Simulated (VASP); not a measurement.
# W in VASP: single point with PBE

Aim: the single point of W with PBE.

Program: VASP 6.6.1. These are calculated values, not measurements. Logs are shortened: lines on timing, memory, paths and dates and some standing lists are left out, and cuts for length are marked.

### Step 1. The cell of the first run

The cell holds a slab with vacuum, 1 atom: a = 3.183 Å, b = 3.183 Å, c = 16.000 Å, α = 90.00°, β = 90.00°, γ = 90.00°.

### Step 2. Single point, PBE

File INCAR:

```
ALGO = Normal
DIPOL = 0.5 0.5 0.500
EDIFF = 1E-6
ENCUT = 520
GGA = PE
IDIPOL = 3
ISIF = 2
ISMEAR = -1
LASPH = T
LCHARG = F
LDIPOL = T
LREAL = F
LWAVE = F
NBANDS = 13
NELM = 80
PREC = Accurate
SIGMA = 0.08
```

File KPOINTS:

```
k-points
0
Gamma
  11 11 1
```

File POSCAR:

```
W
1.0
    3.1834185696      0.0000000000      0.0000000000
    0.0000000000      3.1834185696      0.0000000000
    0.0000000000      0.0000000000     16.0000000000
W
1
Direct
    0.0000000000      0.0000000000      0.5000000000
```

Potentials or basis: VASP PAW PBE potentials, release 64 (W_sv).

Launch:

```bash
> cat potpaw_PBE.64/W_sv/POTCAR > POTCAR
> mpirun -np 1 vasp_std > vasp.out
```

OUTCAR:

```text
EDIFF = 1E-6
   ENCUT = 520
   GGA = PE
   ISIF = 2
   ISMEAR = -1
   LASPH = T
   LREAL = F
   NELM = 80
   PREC = Accurate

 ion  position               nearest neighbor table
   1  0.000  0.000  0.500-

  LATTYP: Found a simple tetragonal cell.
 ALAT       =     3.1834185696
 C/A-ratio  =     5.0260434342

  Lattice vectors:

 A1 = (   3.1834185696,   0.0000000000,   0.0000000000)
 A2 = (   0.0000000000,   3.1834185696,   0.0000000000)
 A3 = (   0.0000000000,   0.0000000000,  16.0000000000)

Analysis of symmetry for initial positions (statically):
=====================================================================
 Subroutine PRICEL returns:
 Original cell was already a primitive cell.

 Routine SETGRP: Setting up the symmetry group for a
 simple tetragonal supercell.

 Subroutine GETGRP returns: Found 16 space group operations
 (whereof 16 operations were pure point group operations)
 out of a pool of 16 trial point group operations.

The static configuration has the point symmetry D_4h.

Analysis of symmetry for dynamics (positions and initial velocities):
=====================================================================
 Subroutine PRICEL returns:
 Original cell was already a primitive cell.

 Routine SETGRP: Setting up the symmetry group for a
 simple tetragonal supercell.

 Subroutine GETGRP returns: Found 16 space group operations
 (whereof 16 operations were pure point group operations)
 out of a pool of 16 trial point group operations.

The dynamic configuration has the point symmetry D_4h.

 Subroutine INISYM returns: Found 16 space group operations
 (whereof 16 operations are pure point group operations),
 and found     1 'primitive' translations

----------------------------------------------------------------------------------------

                                     Primitive cell

  volume of cell :     162.1465

  direct lattice vectors                    reciprocal lattice vectors
     3.183418570  0.000000000  0.000000000     0.314127715  0.000000000  0.000000000
     0.000000000  3.183418570  0.000000000     0.000000000  0.314127715  0.000000000
     0.000000000  0.000000000 16.000000000     0.000000000  0.000000000  0.062500000

  length of vectors
     3.183418570  3.183418570 16.000000000     0.314127715  0.314127715  0.062500000

  position of ions in fractional coordinates (direct lattice)
     0.000000000  0.000000000  0.500000000

  ion indices of the primitive-cell ions
   primitive index   ion index
                 1           1
[... 81 lines left out ...]
   EMIN   =  10.00;   EMAX   =-10.00  energy-range for DOS
   EFERMI =   0.00;   METHOD = LEGACY
   ISMEAR =    -1;   SIGMA  =   0.08  broadening in eV -4-tet -1-fermi 0-gaus
   EFERMI_NEDOS =   21; number of points for ismear=-14 and -15
   IALGO  =     38    algorithm
   IMIX   =      4    mixing-type and parameters
     AMIX     =   0.40;   BMIX     =  1.00
     AMIX_MAG =   1.60;   BMIX_MAG =  1.00
  volume/ion in A,a.u.               =     162.15      1094.22
  Fermi-wavevector in a.u.,A,eV,Ry     =   0.723572  1.367353  7.123416  0.523556
  Thomas-Fermi vector in A             =   1.813822
   LORBIT       =      0    0 simple, 1 ext, 2 COOP (PROOUT), +10 PAW based schemes
   GGA     = PE    functional components
   LHFCALC =     F    Hartree Fock is set to
   AEXX    =    0.0000 exact exchange contribution
   IVDW    =     0    specifies the selected vdW correction
   LEPSILON=     F    determine dielectric tensor
   LRPA    =     F    only Hartree local field effects (RPA)
 non-spin polarized calculation
  energy-cutoff  :      520.00
  volume of cell :      162.15
 maximum number of plane-waves:      4404
 NGX is ok and might be reduce to    24
   NGX = 11   NGY = 11   NGZ = 59

 number of electron      13.9999996 magnetization

 dipolmoment           0.000000      0.000000     -0.000000 electrons x Angstroem

 Free energy of the ion-electron system (eV)
  ---------------------------------------------------
  ext. energy  EPLUGINS =         0.00000000
  ---------------------------------------------------
  free energy    TOTEN  =        -6.85248847 eV

  energy without entropy =       -6.75529099  energy(sigma->0) =       -6.80388973

 E-fermi :  -3.2337     XC(G=0):  -2.8463

 val. band max:       -3.2464632519   @ k =   0.1818   0.1818   0.0000
 cond. band min:      -3.2199061754   @ k =   0.3636   0.2727   0.0000
 fundamental gap:      0.0265570765
 Fermi energy:        -3.2336711506

 k-point     1 :       0.0000    0.0000    0.0000
  band No.  band energies     occupation
      1     -77.6880      2.00000
      2     -41.9084      2.00000
      3     -41.6076      2.00000
      4     -41.6076      2.00000
      5      -7.6453      2.00000
      6      -4.9434      2.00000
      7      -3.7576      1.99714
      8      -1.9475      0.00000
      9      -1.9331      0.00000
     10      -1.9331      0.00000
     11      -0.9536      0.00000
     12       1.3651      0.00000
     13       2.0985      0.00000
[... 306 lines left out ...]
  band No.  band energies     occupation
      1     -77.6739      2.00000
      2     -41.8764      2.00000
      3     -41.7691      2.00000
      4     -41.7689      2.00000
      5      -5.0355      2.00000
      6      -3.6758      1.99207
      7      -3.6444      1.98828
      8      -2.6304      0.00106
      9      -0.3546      0.00000
     10       0.5295      0.00000
     11       1.7312      0.00000
     12       3.9173      0.00000
     13       4.7415      0.00000

------------------------ aborting loop because EDIFF is reached ----------------------------------------

 vacuum level on the upper side and lower side of the slab       (xc-potential included)        -0.120        -0.120

  FORCE on cell =-STRESS in cart. coord.  units (eV):
  Direction    XX          YY          ZZ          XY          YZ          ZX
  --------------------------------------------------------------------------------------
  -------------------------------------------------------------------------------------
  Total       -8.4199962     -8.4199962     -0.0087527      0.0000000      0.0000000      0.0000000
  in kB      -83.1984053    -83.1984053     -0.0864860      0.0000000      0.0000000      0.0000000
  external PRESSURE =     -55.4944322 kB  Pullay stress =       0.0000000 kB

 VOLUME and BASIS-vectors are now :
 -----------------------------------------------------------------------------
  energy-cutoff  :      520.00
  volume of cell :      162.15
      direct lattice vectors                 reciprocal lattice vectors
     3.183418570  0.000000000  0.000000000     0.314127715  0.000000000  0.000000000
     0.000000000  3.183418570  0.000000000     0.000000000  0.314127715  0.000000000
     0.000000000  0.000000000 16.000000000     0.000000000  0.000000000  0.062500000

 POSITION                                       TOTAL-FORCE (eV/Angst)
 -----------------------------------------------------------------------------------
      0.00000      0.00000      8.00000         0.000000      0.000000      0.000000
 -----------------------------------------------------------------------------------
    total drift:                                0.000000     -0.000000     -0.000000

  FREE ENERGIE OF THE ION-ELECTRON SYSTEM (eV)
  ---------------------------------------------------
  free  energy   TOTEN  =        -6.8524884690 eV

  energy  without entropy=       -6.7552909938  energy(sigma->0) =       -6.80388973

 vacuum level on the upper side and lower side of the slab         1.697         1.697
```

It took 26 s on 1 thread of Intel Xeon Platinum 8559C (Emerald Rapids), shared host; peak memory 0.26 GiB.

Results:

- Free energy: -6.8525 eV
- Band gap on the k mesh: zero (band 7 reaches -3.16 eV, above the bottom of band 8 at -3.31 eV)

Levels at points of the mesh, in eV from the Fermi level:
```tsv
k point	band 4	band 5	band 6	band 7	band 8	band 9	band 10	band 11
(0.00, 0.00, 0.00)	-38.37	-4.41	-1.71	-0.52	1.29	1.30	1.30	2.28
```

Caveat: spin-orbit coupling is left out, which moves the levels of the heavy elements.
